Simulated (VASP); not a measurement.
# CoSi2 (Fm-3m) in VASP: notebook

Runs on CoSi2. Level: PBE. Tasks: single point.

All numbers are computed with VASP 6.6.1; they aren't measurements. Logs are shortened: lines on timing, memory, paths and dates and some standing lists are left out, and cuts for length are marked.

## (1) The cell of the first run

The structure is cubic, space group Fm-3m (No. 225). Conventional cell: a = 5.356 Å, b = 5.356 Å, c = 5.356 Å, α = 90.00°, β = 90.00°, γ = 90.00°. Within 3.1 Å of Co (site symmetry m-3m) lie 8 Si at 2.32 Å. Within 3.1 Å of Si (site symmetry -43m) lie 4 Co at 2.32 Å and 6 Si at 2.68 Å.

## (2) Single point, PBE, collinear spin, ferromagnetic start

The input, INCAR:

```
PREC = Accurate
ENCUT = 520
EDIFF = 1E-7
ISMEAR = -1
SIGMA = 0.05
LREAL = False
LASPH = True
NELM = 150
ALGO = Normal
ISIF = 2
LWAVE = False
LCHARG = True
ISPIN = 2
MAGMOM = 2 0 0
LORBIT = 11
NUPDOWN = 2.0
LMAXMIX = 4
GGA = PE
LELF = True
LVHAR = True
NBANDS = 20
```

The input, KPOINTS:

```
regular mesh
0
Gamma
  7 7 7
```

The input, POSCAR:

```
CoSi2
1.0
    0.0000000000      2.6780000000      2.6780000000
    2.6780000000      0.0000000000      2.6780000000
    2.6780000000      2.6780000000      0.0000000000
Co Si
1 2
Direct
    0.0000000000      0.0000000000      0.0000000000
    0.7500000000      0.7500000000      0.7500000000
    0.2500000000      0.2500000000      0.2500000000
```

Potentials or basis: VASP PAW PBE potentials, release 64 (Co, Si).

Started as:

```bash
$ cat potpaw_PBE.64/Co/POTCAR potpaw_PBE.64/Si/POTCAR > POTCAR
$ mpirun -np 1 vasp_std > vasp.out
```

OUTCAR:

```text
PREC = Accurate
   ENCUT = 520
   EDIFF = 1E-7
   ISMEAR = -1
   LREAL = False
   LASPH = True
   NELM = 150
   ISIF = 2
   ISPIN = 2
   LORBIT = 11
   NUPDOWN = 2.0
   GGA = PE

 ion  position               nearest neighbor table
   1  0.000  0.000  0.000-   2 2.32   3 2.32   2 2.32   2 2.32   3 2.32   2 2.32   3 2.32   3 2.32

   2  0.750  0.750  0.750-   1 2.32   1 2.32   1 2.32   1 2.32   3 2.68   3 2.68   3 2.68   3 2.68
                             3 2.68   3 2.68
   3  0.250  0.250  0.250-   1 2.32   1 2.32   1 2.32   1 2.32   2 2.68   2 2.68   2 2.68   2 2.68
                             2 2.68   2 2.68

  LATTYP: Found a face centered cubic cell.
 ALAT       =     5.3560000000

  Lattice vectors:

 A1 = (   0.0000000000,   2.6780000000,   2.6780000000)
 A2 = (   2.6780000000,   0.0000000000,   2.6780000000)
 A3 = (   2.6780000000,   2.6780000000,   0.0000000000)

Analysis of symmetry for initial positions (statically):
=====================================================================
 Subroutine PRICEL returns:
 Original cell was already a primitive cell.

 Routine SETGRP: Setting up the symmetry group for a
 face centered cubic supercell.

 Subroutine GETGRP returns: Found 48 space group operations
 (whereof 48 operations were pure point group operations)
 out of a pool of 48 trial point group operations.

The static configuration has the point symmetry O_h .

Analysis of symmetry for dynamics (positions and initial velocities):
=====================================================================
 Subroutine PRICEL returns:
 Original cell was already a primitive cell.

 Routine SETGRP: Setting up the symmetry group for a
 face centered cubic supercell.

 Subroutine GETGRP returns: Found 48 space group operations
 (whereof 48 operations were pure point group operations)
 out of a pool of 48 trial point group operations.

The dynamic configuration has the point symmetry O_h .

Analysis of structural, dynamic, and magnetic symmetry:
=====================================================================
 Subroutine PRICEL returns:
 Original cell was already a primitive cell.

 Routine SETGRP: Setting up the symmetry group for a
 face centered cubic supercell.

 Subroutine GETGRP returns: Found 48 space group operations
 (whereof 48 operations were pure point group operations)
 out of a pool of 48 trial point group operations.

The overall configuration has the point symmetry O_h .

 Subroutine INISYM returns: Found 48 space group operations
 (whereof 48 operations are pure point group operations),
 and found     1 'primitive' translations

----------------------------------------------------------------------------------------

                                     Primitive cell

  volume of cell :      38.4115

  direct lattice vectors                    reciprocal lattice vectors
     0.000000000  2.678000000  2.678000000    -0.186706497  0.186706497  0.186706497
     2.678000000  0.000000000  2.678000000     0.186706497 -0.186706497  0.186706497
     2.678000000  2.678000000  0.000000000     0.186706497  0.186706497 -0.186706497

  length of vectors
     3.787263920  3.787263920  3.787263920     0.323385140  0.323385140  0.323385140

  position of ions in fractional coordinates (direct lattice)
     0.000000000  0.000000000  0.000000000
     0.750000000  0.750000000  0.750000000
     0.250000000  0.250000000  0.250000000

  ion indices of the primitive-cell ions
   primitive index   ion index
                 1           1
                 2           2
                 3           3

----------------------------------------------------------------------------------------

 KPOINTS: regular mesh

Automatic generation of k-mesh.
 Grid dimensions read from file:
 generate k-points for:    7    7    7

 Generating k-lattice:

  Cartesian coordinates                     Fractional coordinates (reciprocal lattice)
    -0.026672357  0.026672357  0.026672357     0.142857143  0.000000000  0.000000000
     0.026672357 -0.026672357  0.026672357     0.000000000  0.142857143  0.000000000
     0.026672357  0.026672357 -0.026672357     0.000000000  0.000000000  0.142857143

  Length of vectors
     0.046197877  0.046197877  0.046197877

  Shift w.r.t. Gamma in fractional coordinates (k-lattice)
     0.000000000  0.000000000  0.000000000

 Subroutine IBZKPT returns following result:
 ===========================================

 Found     20 irreducible k-points:

 Following reciprocal coordinates:
            Coordinates               Weight
  0.000000  0.000000  0.000000      1.000000
  0.142857  0.000000  0.000000      8.000000
  0.285714  0.000000  0.000000      8.000000
  0.428571  0.000000  0.000000      8.000000
  0.142857  0.142857  0.000000      6.000000
  0.285714  0.142857  0.000000     24.000000
[... 12 lines left out ...]
 -0.428571  0.428571  0.142857     24.000000
 -0.285714  0.428571  0.142857     24.000000
   k-points           NKPTS =     20   k-points in BZ     NKDIM =     20   number of bands    NBANDS=     20
   number of dos      NEDOS =    301   number of ions     NIONS =      3
   total plane-waves  NPLWV =  21952
   dimension x,y,z NGX =    28 NGY =   28 NGZ =   28
   dimension x,y,z NGXF=    56 NGYF=   56 NGZF=   56
   ions per type =               1   2
   NGX,Y,Z   is equivalent  to a cutoff of  12.29, 12.29, 12.29 a.u.
   NGXF,Y,Z  is equivalent  to a cutoff of  24.58, 24.58, 24.58 a.u.
 SYSTEM =  unknown system
   PREC   = accura    normal or accurate (medium, high low for compatibility)
   ISTART =      0    job   : 0-new  1-cont  2-samecut
   ICHARG =      2    charge: 1-file 2-atom 10-const
   ISPIN  =      2    spin polarized calculation?
   LNONCOLLINEAR =      F non collinear calculations
   LSORBIT =      F    spin-orbit coupling
   LASPH  =      T    aspherical Exc in radial PAW
   ENCUT  =  520.0 eV  38.22 Ry    6.18 a.u.   7.04  7.04  7.04*2*pi/ulx,y,z
   NELM   =    150;   NELMIN=  2; NELMDL= -5     # of ELM steps
   EDIFF  = 0.1E-06   stopping-criterion for ELM
   LREAL  =      F    real-space projection
   EDIFFG = 0.1E-05   stopping-criterion for IOM
   NSW    =      0    number of steps for IOM
   IBRION =     -1    ionic relax: 0-MD 1-quasi-New 2-CG
   NFREE  =      0    steps in history (QN), initial steepest desc. (CG)
   ISIF   =      2    stress and relaxation
   ISYM   =      2    0-nonsym 1-usesym 2-fastsym
   POTIM  = 0.5000    time-step for ionic-motion
   TEBEG  =    0.0;   TEEND  =   0.0 temperature during run
   PSTRESS=    0.0 pullay stress
   NELECT =      17.0000    total number of electrons
   NUPDOWN=       2.0000    fix difference up-down
   EMIN   =  10.00;   EMAX   =-10.00  energy-range for DOS
   EFERMI =   0.00;   METHOD = LEGACY
   ISMEAR =    -1;   SIGMA  =   0.05  broadening in eV -4-tet -1-fermi 0-gaus
   EFERMI_NEDOS =   21; number of points for ismear=-14 and -15
   IALGO  =     38    algorithm
   IMIX   =      4    mixing-type and parameters
     AMIX     =   0.40;   BMIX     =  1.00
     AMIX_MAG =   1.60;   BMIX_MAG =  1.00
  volume/ion in A,a.u.               =      12.80        86.40
  Fermi-wavevector in a.u.,A,eV,Ry     =   1.247586  2.357596 21.177078  1.556471
  Thomas-Fermi vector in A             =   2.381712
   LORBIT       =     11    0 simple, 1 ext, 2 COOP (PROOUT), +10 PAW based schemes
   GGA     = PE    functional components
   LHFCALC =     F    Hartree Fock is set to
   AEXX    =    0.0000 exact exchange contribution
   IVDW    =     0    specifies the selected vdW correction
   LEPSILON=     F    determine dielectric tensor
   LRPA    =     F    only Hartree local field effects (RPA)
 spin polarized calculation
  energy-cutoff  :      520.00
  volume of cell :       38.41
 maximum number of plane-waves:      1047
   NGX = 15   NGY = 15   NGZ = 15

 number of electron      16.9999995 magnetization       1.9999999

 Free energy of the ion-electron system (eV)
  ---------------------------------------------------
  ext. energy  EPLUGINS =         0.00000000
  ---------------------------------------------------
  free energy    TOTEN  =       -17.69750209 eV

  energy without entropy =      -17.67732948  energy(sigma->0) =      -17.68741579

 E-fermi :   9.4513     XC(G=0): -11.7516

 val. band max:       11.9289778831   @ k =  -0.2857   0.2857   0.0000
 cond. band min:       9.4620618906   @ k =   0.4286   0.2857   0.1429
 fundamental gap:     -2.4669159925
 Fermi energy:        11.9794654182

 spin component 1

 k-point     1 :       0.0000    0.0000    0.0000
  band No.  band energies     occupation
      1      -3.2242      1.00000
      2       5.5247      1.00000
      3       5.5247      1.00000
      4       5.5247      1.00000
      5       7.4361      1.00000
      6       7.4361      1.00000
[... 12 lines left out ...]
     19      20.4082      0.00000
[... 420 lines left out ...]
      3       3.6257      1.00000
      4       4.7111      1.00000
      5       6.9964      1.00000
      6       7.1280      1.00000
[... 12 lines left out ...]
     19      24.5080      0.00000
     20      27.4948      0.00000
 Fermi energy:         9.4513075085

 spin component 2

 k-point     1 :       0.0000    0.0000    0.0000
  band No.  band energies     occupation
      1      -2.7977      1.00000
      2       6.2761      1.00000
      3       6.2761      1.00000
      4       6.2761      1.00000
      5       8.4927      1.00000
      6       8.4927      1.00000
[... 12 lines left out ...]
     19      20.8136      0.00000
[... 421 lines left out ...]
      4       5.2214      1.00000
      5       7.7958      1.00000
      6       8.0630      1.00000
[... 12 lines left out ...]
     19      24.9920      0.00000
     20      27.9630      0.00000

------------------------ aborting loop because EDIFF is reached ----------------------------------------

  FORCE on cell =-STRESS in cart. coord.  units (eV):
  Direction    XX          YY          ZZ          XY          YZ          ZX
  --------------------------------------------------------------------------------------
  -------------------------------------------------------------------------------------
  Total        3.4346998      3.4346998      3.4346998      0.0000000      0.0000000     -0.0000000
  in kB      143.2641926    143.2641926    143.2641926      0.0000000      0.0000000     -0.0000000
  external PRESSURE =     143.2641926 kB  Pullay stress =       0.0000000 kB

 VOLUME and BASIS-vectors are now :
 -----------------------------------------------------------------------------
  energy-cutoff  :      520.00
  volume of cell :       38.41
      direct lattice vectors                 reciprocal lattice vectors
     0.000000000  2.678000000  2.678000000    -0.186706497  0.186706497  0.186706497
     2.678000000  0.000000000  2.678000000     0.186706497 -0.186706497  0.186706497
     2.678000000  2.678000000  0.000000000     0.186706497  0.186706497 -0.186706497

 POSITION                                       TOTAL-FORCE (eV/Angst)
 -----------------------------------------------------------------------------------
      0.00000      0.00000      0.00000        -0.000000      0.000000     -0.000000
      4.01700      4.01700      4.01700         0.000000     -0.000000     -0.000000
      1.33900      1.33900      1.33900        -0.000000     -0.000000      0.000000
 -----------------------------------------------------------------------------------
    total drift:                               -0.000000     -0.000000      0.000000

  FREE ENERGIE OF THE ION-ELECTRON SYSTEM (eV)
  ---------------------------------------------------
  free  energy   TOTEN  =       -17.6975020888 eV

  energy  without entropy=      -17.6773294837  energy(sigma->0) =      -17.68741579

 total charge

# of ion       s       p       d       tot
------------------------------------------
    1        0.543   0.710   7.537   8.790
    2        0.766   0.859   0.000   1.625
    3        0.766   0.859   0.000   1.625
--------------------------------------------------
tot          2.075   2.427   7.537  12.039

 magnetization (x)

# of ion       s       p       d       tot
------------------------------------------
    1        0.019   0.172   1.058   1.249
    2        0.061   0.099   0.000   0.160
    3        0.061   0.099   0.000   0.160
--------------------------------------------------
tot          0.142   0.369   1.058   1.569
```

Wall time 20 s (1 thread of Intel Xeon 6975P-C (Granite Rapids), shared host); peak memory 0.17 GiB.

Results:

- Free energy: -17.6975 eV
- Pressure: 14.3 GPa
- Net moment: 2.00 μB per cell
- Site moments: Co +1.25; Si +0.16 μB
- Valence electrons inside the program's atomic spheres: Co 8.79; Si 1.62

Caveat: the total moment is fixed, so each spin has its own Fermi level.

(Part 1 of 2 ends here.)
